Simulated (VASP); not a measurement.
# Au (Fm-3m) in VASP: notebook, part 2 of 2

VASP 6.6.1. The steps go on from the part before.

## (3) Relaxation of cell and atoms, LDA

This run uses another cell than the first one, of 17.45 Å³/atom, 1.052 times its volume.

File INCAR:

```
PREC = Accurate
ENCUT = 600
EDIFF = 1E-6
ISMEAR = 0
SIGMA = 0.1
LREAL = False
LASPH = True
NELM = 100
ALGO = Normal
ISIF = 3
LWAVE = False
LCHARG = False
GGA = CA
IBRION = 2
NSW = 100
EDIFFG = -0.002
```

File KPOINTS:

```
Automatic mesh
0
Gamma
  14 14 14
```

File POSCAR:

```
Au
1.0
    0.0000000000      2.0585000000      2.0585000000
    2.0585000000      0.0000000000      2.0585000000
    2.0585000000      2.0585000000      0.0000000000
Au
1
Direct
    0.0000000000      0.0000000000      0.0000000000
```

Potentials or basis: VASP PAW LDA potentials, release 64 (Au).

Started as:

```bash
cat potpaw_LDA.64/Au/POTCAR > POTCAR
mpirun -np 1 vasp_std > vasp.out
```

OUTCAR:

```text
PREC = Accurate
   ENCUT = 600
   EDIFF = 1E-6
   ISMEAR = 0
   LREAL = False
   LASPH = True
   NELM = 100
   ISIF = 3
   GGA = CA
   IBRION = 2
   NSW = 100
   EDIFFG = -0.002

 ion  position               nearest neighbor table
   1  0.000  0.000  0.000-

  LATTYP: Found a face centered cubic cell.
 ALAT       =     4.1170000000

  Lattice vectors:

 A1 = (   0.0000000000,   2.0585000000,   2.0585000000)
 A2 = (   2.0585000000,   0.0000000000,   2.0585000000)
 A3 = (   2.0585000000,   2.0585000000,   0.0000000000)

Analysis of symmetry for initial positions (statically):
=====================================================================
 Subroutine PRICEL returns:
 Original cell was already a primitive cell.

 Routine SETGRP: Setting up the symmetry group for a
 face centered cubic supercell.

 Subroutine GETGRP returns: Found 48 space group operations
 (whereof 48 operations were pure point group operations)
 out of a pool of 48 trial point group operations.

The static configuration has the point symmetry O_h .

Analysis of symmetry for dynamics (positions and initial velocities):
=====================================================================
 Subroutine PRICEL returns:
 Original cell was already a primitive cell.

 Routine SETGRP: Setting up the symmetry group for a
 face centered cubic supercell.

 Subroutine GETGRP returns: Found 48 space group operations
 (whereof 48 operations were pure point group operations)
 out of a pool of 48 trial point group operations.

The dynamic configuration has the point symmetry O_h .

 Subroutine INISYM returns: Found 48 space group operations
 (whereof 48 operations are pure point group operations),
 and found     1 'primitive' translations

----------------------------------------------------------------------------------------

                                     Primitive cell

  volume of cell :      17.4455

  direct lattice vectors                    reciprocal lattice vectors
     0.000000000  2.058500000  2.058500000    -0.242895312  0.242895312  0.242895312
     2.058500000  0.000000000  2.058500000     0.242895312 -0.242895312  0.242895312
     2.058500000  2.058500000  0.000000000     0.242895312  0.242895312 -0.242895312

  length of vectors
     2.911158618  2.911158618  2.911158618     0.420707022  0.420707022  0.420707022

  position of ions in fractional coordinates (direct lattice)
     0.000000000  0.000000000  0.000000000

  ion indices of the primitive-cell ions
   primitive index   ion index
                 1           1

----------------------------------------------------------------------------------------

 KPOINTS: Automatic mesh

Automatic generation of k-mesh.
 Grid dimensions read from file:
 generate k-points for:   14   14   14

 Generating k-lattice:

  Cartesian coordinates                     Fractional coordinates (reciprocal lattice)
    -0.017349665  0.017349665  0.017349665     0.071428571  0.000000000  0.000000000
     0.017349665 -0.017349665  0.017349665     0.000000000  0.071428571  0.000000000
     0.017349665  0.017349665 -0.017349665     0.000000000  0.000000000  0.071428571

  Length of vectors
     0.030050502  0.030050502  0.030050502

  Shift w.r.t. Gamma in fractional coordinates (k-lattice)
     0.000000000  0.000000000  0.000000000

 Subroutine IBZKPT returns following result:
 ===========================================

 Found    104 irreducible k-points:

 Following reciprocal coordinates:
            Coordinates               Weight
  0.000000  0.000000  0.000000      1.000000
  0.071429  0.000000  0.000000      8.000000
  0.142857  0.000000  0.000000      8.000000
  0.214286  0.000000  0.000000      8.000000
  0.285714  0.000000  0.000000      8.000000
  0.357143  0.000000  0.000000      8.000000
[... 16 lines left out ...]
  0.214286  0.142857  0.000000     24.000000
  0.285714  0.142857  0.000000     24.000000
 [... further k-points ...]
   k-points           NKPTS =    104   k-points in BZ     NKDIM =    104   number of bands    NBANDS=      9
   number of dos      NEDOS =    301   number of ions     NIONS =      1
   total plane-waves  NPLWV =  13824
   dimension x,y,z NGX =    24 NGY =   24 NGZ =   24
   dimension x,y,z NGXF=    48 NGYF=   48 NGZF=   48
   ions per type =               1
   NGX,Y,Z   is equivalent  to a cutoff of  13.71, 13.71, 13.71 a.u.
   NGXF,Y,Z  is equivalent  to a cutoff of  27.41, 27.41, 27.41 a.u.
 SYSTEM =  unknown system
   PREC   = accura    normal or accurate (medium, high low for compatibility)
   ISTART =      0    job   : 0-new  1-cont  2-samecut
   ICHARG =      2    charge: 1-file 2-atom 10-const
   ISPIN  =      1    spin polarized calculation?
   LNONCOLLINEAR =      F non collinear calculations
   LSORBIT =      F    spin-orbit coupling
   LASPH  =      T    aspherical Exc in radial PAW
   ENCUT  =  600.0 eV  44.10 Ry    6.64 a.u.   5.81  5.81  5.81*2*pi/ulx,y,z
   NELM   =    100;   NELMIN=  2; NELMDL= -5     # of ELM steps
   EDIFF  = 0.1E-05   stopping-criterion for ELM
   LREAL  =      F    real-space projection
   EDIFFG = -.2E-02   stopping-criterion for IOM
   NSW    =    100    number of steps for IOM
   IBRION =      2    ionic relax: 0-MD 1-quasi-New 2-CG
   NFREE  =      1    steps in history (QN), initial steepest desc. (CG)
   ISIF   =      3    stress and relaxation
   ISYM   =      2    0-nonsym 1-usesym 2-fastsym
   POTIM  = 0.5000    time-step for ionic-motion
   TEBEG  =    0.0;   TEEND  =   0.0 temperature during run
   PSTRESS=    0.0 pullay stress
   NELECT =      11.0000    total number of electrons
   NUPDOWN=      -1.0000    fix difference up-down
   EMIN   =  10.00;   EMAX   =-10.00  energy-range for DOS
   EFERMI =   0.00;   METHOD = LEGACY
   ISMEAR =     0;   SIGMA  =   0.10  broadening in eV -4-tet -1-fermi 0-gaus
   EFERMI_NEDOS =   21; number of points for ismear=-14 and -15
   IALGO  =     38    algorithm
   IMIX   =      4    mixing-type and parameters
     AMIX     =   0.40;   BMIX     =  1.00
     AMIX_MAG =   1.60;   BMIX_MAG =  1.00
  volume/ion in A,a.u.               =      17.45       117.73
  Fermi-wavevector in a.u.,A,eV,Ry     =   1.403820  2.652836 26.813157  1.970711
  Thomas-Fermi vector in A             =   2.526444
   LORBIT       =      0    0 simple, 1 ext, 2 COOP (PROOUT), +10 PAW based schemes
   GGA     = CA    functional components
   LHFCALC =     F    Hartree Fock is set to
   AEXX    =    0.0000 exact exchange contribution
   IVDW    =     0    specifies the selected vdW correction
   LEPSILON=     F    determine dielectric tensor
   LRPA    =     F    only Hartree local field effects (RPA)
 conjugate gradient relaxation of ions
 non-spin polarized calculation
 Gauss-broadening in eV      SIGMA  =   0.10
  energy-cutoff  :      600.00
  volume of cell :       17.45
 maximum number of plane-waves:       595
   NGX = 11   NGY = 11   NGZ = 11

--------------------------------------- Ionic step        1  -------------------------------------------

 number of electron      11.0000001 magnetization

 Free energy of the ion-electron system (eV)
  ---------------------------------------------------
  ext. energy  EPLUGINS =         0.00000000
  ---------------------------------------------------
  free energy    TOTEN  =        -4.42176438 eV

  energy without entropy =       -4.42057726  energy(sigma->0) =       -4.42117082

------------------------ aborting loop because EDIFF is reached ----------------------------------------

  FORCE on cell =-STRESS in cart. coord.  units (eV):
  Direction    XX          YY          ZZ          XY          YZ          ZX
  --------------------------------------------------------------------------------------
  -------------------------------------------------------------------------------------
  Total       -0.8848521     -0.8848521     -0.8848521      0.0000000     -0.0000000      0.0000000
  in kB      -81.2640886    -81.2640886    -81.2640886      0.0000000     -0.0000000      0.0000000
  external PRESSURE =     -81.2640886 kB  Pullay stress =       0.0000000 kB
[... 22 lines left out ...]
--------------------------------------- Ionic step        2  -------------------------------------------

 number of electron      11.0000000 magnetization

 E-fermi :  11.2630     XC(G=0): -13.6126

 val. band max:       11.2039983073   @ k =   0.5000   0.2857   0.1429
 cond. band min:      11.3396154108   @ k =   0.5000   0.3571   0.1429
 fundamental gap:      0.1356171035
 Fermi energy:        11.2630001586

 k-point     1 :       0.0000    0.0000    0.0000
  band No.  band energies     occupation
      1       0.1074      2.00000
      2       5.8787      2.00000
      3       5.8787      2.00000
      4       5.8787      2.00000
      5       7.7352      2.00000
      6       7.7352      2.00000
      7      25.4835      0.00000
      8      30.0676      0.00000
      9      30.0676      0.00000
[... 485 lines left out ...]
--------------------------------------- Ionic step        8  -------------------------------------------

 number of electron      10.9999999 magnetization

 Free energy of the ion-electron system (eV)
  ---------------------------------------------------
  ext. energy  EPLUGINS =         0.00000000
  ---------------------------------------------------
  free energy    TOTEN  =        -4.44356475 eV

  energy without entropy =       -4.44231249  energy(sigma->0) =       -4.44293862

 E-fermi :   9.6627     XC(G=0): -13.1254

 val. band max:        9.5919052935   @ k =   0.5000   0.2857   0.1429
 cond. band min:       9.7361780983   @ k =   0.5000   0.3571   0.1429
 fundamental gap:      0.1442728048
 Fermi energy:         9.6627128588

 k-point     1 :       0.0000    0.0000    0.0000
  band No.  band energies     occupation
      1      -0.4719      2.00000
      2       4.8585      2.00000
      3       4.8585      2.00000
      4       4.8585      2.00000
      5       6.4653      2.00000
      6       6.4653      2.00000
      7      24.1531      0.00000
      8      28.2504      0.00000
      9      28.2504      0.00000
[... 304 lines left out ...]
  FREE ENERGIE OF THE ION-ELECTRON SYSTEM (eV)
  ---------------------------------------------------
  free  energy   TOTEN  =        -4.4435647456 eV

  energy  without entropy=       -4.4423124860  energy(sigma->0) =       -4.44293862

 reached required accuracy - stopping structural energy minimisation
```

Wall time 37 s (1 thread of Intel Xeon Platinum 8488C (Sapphire Rapids), shared host); peak memory 0.16 GiB.

Results:

| Quantity | Value |
| --- | --- |
| Free energy | -4.4436 eV |
| Relaxed volume | 16.63 Å³/atom |
| Relaxed cell | a = 2.865 Å, b = 2.865 Å, c = 2.865 Å, α = 60.00°, β = 60.00°, γ = 60.00° |
| Space group after relaxing (to 0.05 Å) | Fm-3m (No. 225) |
| Energy gained by relaxing | 21.8 meV/atom |
| Ionic steps | 8 |
| Pressure after relaxing | 0.0 GPa |

The path:
| step | energy change (eV) | largest force (eV/Å) | pressure (GPa) | volume (Å³) |
| --- | --- | --- | --- | --- |
| 1 | 0.0000 | 0.0000 | -8.13 | 17.45 |
| 2 | 0.0555 | 0.0000 | 20.48 | 15.31 |
| 3 | -0.0218 | 0.0000 | -0.24 | 16.65 |
| 4 | -0.0218 | 0.0000 | -0.04 | 16.63 |
| 5 | -0.0218 | 0.0000 | 0.15 | 16.62 |
| 6 | -0.0218 | 0.0000 | -0.19 | 16.65 |
| 7 | -0.0218 | 0.0000 | -0.02 | 16.63 |
| 8 | -0.0218 | 0.0000 | 0.01 | 16.63 |

Final structure:
```cif
data_structure
_symmetry_space_group_name_H-M 'P 1'
_symmetry_Int_Tables_number 1
_cell_length_a 2.8651
_cell_length_b 2.8651
_cell_length_c 2.8651
_cell_angle_alpha 60.000
_cell_angle_beta 60.000
_cell_angle_gamma 60.000
_cell_volume 16.63
loop_
_atom_site_label
_atom_site_type_symbol
_atom_site_fract_x
_atom_site_fract_y
_atom_site_fract_z
_atom_site_occupancy
Au1 Au 0.00000 0.00000 0.00000 1
```

Caveat: spin-orbit coupling is left out, which moves the levels of the heavy elements.

## (4) Relaxation of cell and atoms, LDA

File INCAR:

```
  ALGO = Normal
  EDIFF = 1E-6
  EDIFFG = -0.001
  ENCUT = 600
  GGA = CA
  IBRION = 2
  ISIF = 3
  ISMEAR = -1
  LASPH = True
  LCHARG = False
  LREAL = False
  LWAVE = False
  NELM = 100
  NSW = 80
  PREC = Accurate
  SIGMA = 0.15
```

File KPOINTS:

```
k-points
0
Gamma
  18 18 18
```

File POSCAR:

```
Au
1.0
    0.0000000000      2.0238288654      2.0238288654
    2.0238288654      0.0000000000      2.0238288654
    2.0238288654      2.0238288654      0.0000000000
Au
1
Direct
    0.0000000000      0.0000000000      0.0000000000
```

Started as:

```bash
cat potpaw_LDA.64/Au/POTCAR > POTCAR
mpirun -np 1 vasp_std > vasp.out
```

Run time: 65 s. Hardware: 1 thread of Intel Xeon Platinum 8488C (Sapphire Rapids), shared host; peak memory 0.16 GiB.

It converged, with:

| Property | Result |
| --- | --- |
| Free energy | -4.4556 eV |
| Relaxed volume | 16.63 Å³/atom |
| Relaxed cell | a = 2.865 Å, b = 2.865 Å, c = 2.865 Å, α = 60.00°, β = 60.00°, γ = 60.00° |
| Space group after relaxing (to 0.05 Å) | Fm-3m (No. 225) |
| Energy gained by relaxing | 0.1 meV/atom |
| Ionic steps | 11 |
| Pressure after relaxing | 0.0 GPa |

Step by step:
| step | energy change (eV) | largest force (eV/Å) | pressure (GPa) | volume (Å³) |
| --- | --- | --- | --- | --- |
| 1 | 0.0000 | 0.0000 | 0.65 | 16.58 |
| 2 | 0.0003 | 0.0000 | -1.20 | 16.74 |
| 3 | -0.0001 | 0.0000 | -0.01 | 16.63 |
| 4 | -0.0001 | 0.0000 | -0.02 | 16.63 |
| 5 | -0.0001 | 0.0000 | 0.31 | 16.61 |
| 6 | -0.0001 | 0.0000 | 0.05 | 16.63 |
| 7 | -0.0001 | 0.0000 | 0.05 | 16.63 |
| 8 | -0.0001 | 0.0000 | -0.01 | 16.64 |
| 9 | -0.0001 | 0.0000 | -0.02 | 16.63 |
| 10 | -0.0001 | 0.0000 | -0.03 | 16.63 |
| 11 | -0.0001 | 0.0000 | 0.00 | 16.63 |

Final structure:
```
Au
1.0
     0.00000    2.02605    2.02605
     2.02605    0.00000    2.02605
     2.02605    2.02605    0.00000
Au
1
Direct
  0.00000 0.00000 0.00000
```

Levels at points of the mesh, in eV from the Fermi level:
| k point | band 4 | band 5 | band 6 | band 7 | band 8 | band 9 |
| --- | --- | --- | --- | --- | --- | --- |
| (0.00, 0.00, 0.00) | -4.85 | -3.25 | -3.25 | 14.44 | 18.54 | 18.54 |
| (0.50, 0.00, 0.00) | -1.99 | -1.99 | -1.13 | 3.17 | 13.90 | 17.19 |
| (0.50, 0.50, 0.00) | -1.65 | -1.65 | 0.89 | 5.94 | 9.98 | 9.98 |

Caveat: spin-orbit coupling is left out, which moves the levels of the heavy elements.

## (5) Overview

| task | cell | k mesh | cutoff (eV) | smearing | gap on the mesh (eV) | pressure (GPa) | relaxed volume (Å³/atom) |
| --- | --- | --- | --- | --- | --- | --- | --- |
| single point | a = 2.862 Å, angles 60.0°, 1 atom | 18 × 18 × 18 | 520 | fermi-dirac 0.15 eV | none | 0.5 | - |
| relaxation of cell and atoms | relaxed from a = 2.911 Å, angles 60.0°, 1 atom | 14 × 14 × 14 | 600 | gaussian 0.1 eV | none | 0.0 | 16.63 |
| relaxation of cell and atoms | relaxed from a = 2.862 Å, angles 60.0°, 1 atom | 18 × 18 × 18 | 600 | fermi-dirac 0.15 eV | none | 0.0 | 16.63 |

Alike in all rows: level LDA; potentials or basis VASP PAW LDA potentials, release 64 (Au); no spin polarisation.

Caveats: spin-orbit coupling is left out, which moves the levels of the heavy elements.

Total energies depend on the potentials used, so only differences within one code and one set of settings carry meaning.
